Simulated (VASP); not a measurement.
# Cs (Fd-3m) in VASP: a series of runs, part 2 of 2

VASP 6.6.1.

**3. Relaxation of cell and atoms, PBE**

This run uses another cell than the first one, of 149.11 Å³/atom.

File INCAR:

```
ALGO = Normal ; EDIFF = 1E-7
EDIFFG = -0.01 ; ENCUT = 500
GGA = PE ; GGA_COMPAT = False
IBRION = 2 ; ISIF = 3
ISMEAR = -1 ; LASPH = True
LCHARG = False ; LREAL = False
LWAVE = False ; NELM = 120
NELMIN = 4 ; NSW = 80
PREC = Accurate ; SIGMA = 0.1
```

File KPOINTS:

```
k-points
0
Gamma
  5 5 5
```

File POSCAR:

```
Cs
1.0
    0.0000000000      5.3027061682      5.3027061682
    5.3027061682      0.0000000000      5.3027061682
    5.3027061682      5.3027061682      0.0000000000
Cs
2
Direct
    0.1250000000      0.1250000000      0.1250000000
    0.8750000000      0.8750000000      0.8750000000
```

Potentials or basis: VASP PAW PBE potentials, release 64 (Cs_sv).

Started as:

```
cat potpaw_PBE.64/Cs_sv/POTCAR > POTCAR
mpirun -np 1 vasp_std > vasp.out
```

OUTCAR:

```text
EDIFF = 1E-7
   EDIFFG = -0.01
   ENCUT = 500
   GGA = PE
   IBRION = 2
   ISIF = 3
   ISMEAR = -1
   LASPH = True
   LREAL = False
   NELM = 120
   NELMIN = 4
   NSW = 80
   PREC = Accurate

 ion  position               nearest neighbor table
   1  0.125  0.125  0.125-
   2  0.875  0.875  0.875-

  LATTYP: Found a face centered cubic cell.
 ALAT       =    10.6054123364

  Lattice vectors:

 A1 = (   0.0000000000,   5.3027061682,   5.3027061682)
 A2 = (   5.3027061682,   0.0000000000,   5.3027061682)
 A3 = (   5.3027061682,   5.3027061682,   0.0000000000)

Analysis of symmetry for initial positions (statically):
=====================================================================
 Subroutine PRICEL returns:
 Original cell was already a primitive cell.

 Routine SETGRP: Setting up the symmetry group for a
 face centered cubic supercell.

 Subroutine GETGRP returns: Found 48 space group operations
 (whereof 12 operations were pure point group operations)
 out of a pool of 48 trial point group operations.

The static configuration has the point symmetry D_3d.
 The point group associated with its full space group is O_h .

Analysis of symmetry for dynamics (positions and initial velocities):
=====================================================================
 Subroutine PRICEL returns:
 Original cell was already a primitive cell.

 Routine SETGRP: Setting up the symmetry group for a
 face centered cubic supercell.

 Subroutine GETGRP returns: Found 48 space group operations
 (whereof 12 operations were pure point group operations)
 out of a pool of 48 trial point group operations.

The dynamic configuration has the point symmetry D_3d.
 The point group associated with its full space group is O_h .

 Subroutine INISYM returns: Found 48 space group operations
 (whereof 12 operations are pure point group operations),
 and found     1 'primitive' translations

----------------------------------------------------------------------------------------

[... 91 lines left out ...]
   EFERMI =   0.00;   METHOD = LEGACY
   ISMEAR =    -1;   SIGMA  =   0.10  broadening in eV -4-tet -1-fermi 0-gaus
   EFERMI_NEDOS =   21; number of points for ismear=-14 and -15
   IALGO  =     38    algorithm
   IMIX   =      4    mixing-type and parameters
     AMIX     =   0.40;   BMIX     =  1.00
     AMIX_MAG =   1.60;   BMIX_MAG =  1.00
  volume/ion in A,a.u.               =     149.11      1006.21
  Fermi-wavevector in a.u.,A,eV,Ry     =   0.642182  1.213548  5.611011  0.412398
  Thomas-Fermi vector in A             =   1.708767
   LORBIT       =      0    0 simple, 1 ext, 2 COOP (PROOUT), +10 PAW based schemes
   GGA     = PE    functional components
   LHFCALC =     F    Hartree Fock is set to
   AEXX    =    0.0000 exact exchange contribution
   IVDW    =     0    specifies the selected vdW correction
   LEPSILON=     F    determine dielectric tensor
   LRPA    =     F    only Hartree local field effects (RPA)
 conjugate gradient relaxation of ions
 non-spin polarized calculation
  energy-cutoff  :      500.00
  volume of cell :      298.21
 maximum number of plane-waves:      7631
   NGX = 27   NGY = 27   NGZ = 27

--------------------------------------- Ionic step        1  -------------------------------------------

 number of electron      18.0000004 magnetization

 Free energy of the ion-electron system (eV)
  ---------------------------------------------------
  ext. energy  EPLUGINS =         0.00000000
  ---------------------------------------------------
  free energy    TOTEN  =        -1.18278772 eV

  energy without entropy =       -1.11089062  energy(sigma->0) =       -1.14683917

------------------------ aborting loop because EDIFF is reached ----------------------------------------

  FORCE on cell =-STRESS in cart. coord.  units (eV):
  Direction    XX          YY          ZZ          XY          YZ          ZX
  --------------------------------------------------------------------------------------
  -------------------------------------------------------------------------------------
  Total        0.3761578      0.3761578      0.3761578     -0.0000000      0.0000000      0.0000000
  in kB        2.0209613      2.0209613      2.0209613     -0.0000000      0.0000000      0.0000000
  external PRESSURE =       2.0209613 kB  Pullay stress =       0.0000000 kB
[... 131 lines left out ...]
--------------------------------------- Ionic step        5  -------------------------------------------

 number of electron      17.9999993 magnetization

 Free energy of the ion-electron system (eV)
  ---------------------------------------------------
  ext. energy  EPLUGINS =         0.00000000
  ---------------------------------------------------
  free energy    TOTEN  =        -1.22428151 eV

  energy without entropy =       -1.15911157  energy(sigma->0) =       -1.19169654

 E-fermi :  -0.4399     XC(G=0):  -4.2185

 val. band max:       -0.4475511762   @ k =  -0.4000   0.4000   0.0000
 cond. band min:      -0.3192078616   @ k =  -0.4000   0.4000   0.0000
 fundamental gap:      0.1283433146
 Fermi energy:        -0.4398823726

 k-point     1 :       0.0000    0.0000    0.0000
  band No.  band energies     occupation
      1     -24.7540      2.00000
      2     -24.7390      2.00000
      3     -11.5931      2.00000
      4     -11.5931      2.00000
      5     -11.5931      2.00000
      6     -11.5020      2.00000
      7     -11.5020      2.00000
      8     -11.5020      2.00000
      9      -1.6985      1.99999
     10       0.9316      0.00000
     11       0.9316      0.00000
     12       0.9356      0.00000
     13       0.9356      0.00000
[... 171 lines left out ...]
  FREE ENERGIE OF THE ION-ELECTRON SYSTEM (eV)
  ---------------------------------------------------
  free  energy   TOTEN  =        -1.2242815053 eV

  energy  without entropy=       -1.1591115743  energy(sigma->0) =       -1.19169654

 reached required accuracy - stopping structural energy minimisation
```

CONTCAR:

```text
Cs
   1.00000000000000
    -0.0000000000000000    5.7202047321386171    5.7202047321386171
     5.7202047321386171   -0.0000000000000000    5.7202047321386171
     5.7202047321386171    5.7202047321386171    0.0000000000000000
  Cs
     2
Direct
     0.1250000000000000    0.1250000000000000    0.1250000000000000
     0.8750000000000000    0.8750000000000000    0.8750000000000000

  0.00000000E+00  0.00000000E+00  0.00000000E+00
  0.00000000E+00  0.00000000E+00  0.00000000E+00
```

Run time: 3.3 min. Hardware: 1 thread of AMD EPYC 7R43 (Zen 3), shared host; peak memory 0.4 GiB.

What came out:

```yaml
Free_energy: -1.2243 eV
Relaxed_volume: 187.17 Å³/atom
Relaxed_cell: a = 8.090 Å, b = 8.090 Å, c = 8.090 Å, α = 60.00°, β = 60.00°, γ = 60.00°
Space_group_after_relaxing_to_0.1_Å: Fd-3m (No. 227)
Energy_gained_by_relaxing: 20.7 meV/atom
Ionic_steps: 5
Pressure_after_relaxing: 0.0 GPa
```

The path:
```tsv
step	energy change (eV)	largest force (eV/Å)	pressure (GPa)	volume (Å³)
1	0.0000	0.0000	0.20	298.21
2	-0.0096	0.0000	0.17	306.40
3	-0.0304	0.0000	0.09	331.87
4	-0.0405	0.0000	-0.02	386.97
5	-0.0415	0.0000	0.00	374.34
```

Final structure:
```
Cs
1.0
     0.00000    5.72020    5.72020
     5.72020    0.00000    5.72020
     5.72020    5.72020    0.00000
Cs
2
Direct
  0.12500 0.12500 0.12500
  0.87500 0.87500 0.87500
```

Levels at points of the mesh, in eV from the Fermi level:
```tsv
k point	band 7	band 8	band 9	band 10	band 11	band 12
(0.00, 0.00, 0.00)	-11.06	-11.06	-1.26	1.37	1.37	1.38
```

Caveat: the volume moved by over 15 % at a fixed basis, so the end points are rough; spin-orbit coupling is left out, which moves the levels of the heavy elements.

**4. Single point, PBE**

This run uses another cell than the first one, of 185.18 Å³/atom.

File INCAR:

```
PREC = Accurate
ENCUT = 500
EDIFF = 1E-6
ISMEAR = -1
SIGMA = 0.1
LREAL = False
LASPH = True
NELM = 120
ALGO = Normal
ISIF = 2
LWAVE = False
LCHARG = False
GGA = PE
NBANDS = 16
GGA_COMPAT = False
```

File KPOINTS:

```
Automatic mesh
0
Gamma
  8 8 8
```

File POSCAR:

```
Cs
1.0
    0.0000000000      5.6998899330      5.6998899330
    5.6998899330      0.0000000000      5.6998899330
    5.6998899330      5.6998899330      0.0000000000
Cs
2
Direct
    0.1250000000      0.1250000000      0.1250000000
    0.8750000000      0.8750000000      0.8750000000
```

Started as:

```
cat potpaw_PBE.64/Cs_sv/POTCAR > POTCAR
mpirun -np 1 vasp_std > vasp.out
```

Wall time 2.8 min (1 thread of AMD EPYC 7R43 (Zen 3), shared host); peak memory 0.5 GiB.

Results (log left out):

```
Free energy            : -1.2264 eV
Pressure               : 0.0 GPa
Band gap on the k mesh : zero (bands 9 and 10 overlap by 0.09 eV)
```

Levels at points of the mesh, in eV from the Fermi level:
```tsv
k point	band 5	band 6	band 7	band 8	band 9	band 10	band 11	band 12	band 13	band 14
(0.00, 0.00, 0.00)	-11.16	-11.06	-11.06	-11.06	-1.27	1.37	1.37	1.38	1.38	1.38
(0.50, 0.00, 0.00)	-11.15	-11.07	-11.05	-11.05	-0.53	0.07	1.16	1.16	1.28	1.62
(0.50, 0.50, 0.00)	-11.11	-11.11	-11.04	-11.04	0.02	0.02	0.68	0.68	1.45	1.45
```

Caveat: spin-orbit coupling is left out, which moves the levels of the heavy elements.

**5. Single point, PBE, non-collinear spin, zero start, spin-orbit coupling**

This run uses another cell than the first one, of 185.18 Å³/atom.

File INCAR:

```
  ALGO = Normal
  EDIFF = 1E-6
  ENCUT = 500
  GGA = PE
  GGA_COMPAT = False
  ISIF = 2
  ISMEAR = -1
  LASPH = True
  LCHARG = False
  LORBIT = 11
  LORBMOM = True
  LREAL = False
  LSORBIT = True
  LWAVE = False
  MAGMOM = 0 0 0 0 0 0
  NBANDS = 30
  NELM = 200
  PREC = Accurate
  SIGMA = 0.1
```

File KPOINTS:

```
k-points
0
Gamma
  5 5 5
```

POSCAR is that of step 4.

Started as:

```
cat potpaw_PBE.64/Cs_sv/POTCAR > POTCAR
mpirun -np 1 vasp_ncl > vasp.out
```

It took 7.1 min on 1 thread of AMD EPYC 7R43 (Zen 3), shared host; peak memory 1.2 GiB.

The run converged. Its results:

```
Free energy                                           : -1.5521 eV
Pressure                                              : 0.0 GPa
Net moment                                            : 0.00 μB per cell
Valence electrons inside the program's atomic spheres : Cs 6.54
```

Moments on the atoms (μB; x, y, z):
```
Cs  0.00 0.00 0.00
Cs  0.00 0.00 0.00
```

**6. The runs side by side**

```csv
task,spin,cell,k mesh,gap on the mesh (eV),pressure (GPa)
single point,off,"a = 8.371 Å, angles 60.0°, 2 atoms",6 × 6 × 6,none,-0.1
relaxation of cell and atoms,off,"relaxed from a = 7.499 Å, angles 60.0°, 2 atoms",5 × 5 × 5,-,0.0
single point,off,"a = 8.061 Å, angles 60.0°, 2 atoms",8 × 8 × 8,none,0.0
single point,"non-collinear, zero start, SOC","a = 8.061 Å, angles 60.0°, 2 atoms",5 × 5 × 5,-,0.0
```

Alike in all rows: level PBE; potentials or basis VASP PAW PBE potentials, release 64 (Cs_sv); cutoff (eV) 500; smearing fermi-dirac 0.1 eV.

Caveats: spin-orbit coupling is left out, which moves the levels of the heavy elements (at least some runs); the volume moved by over 15 % at a fixed basis, so the end points are rough (at least some runs).

Total energies depend on the potentials used, so only differences within one code and one set of settings carry meaning.
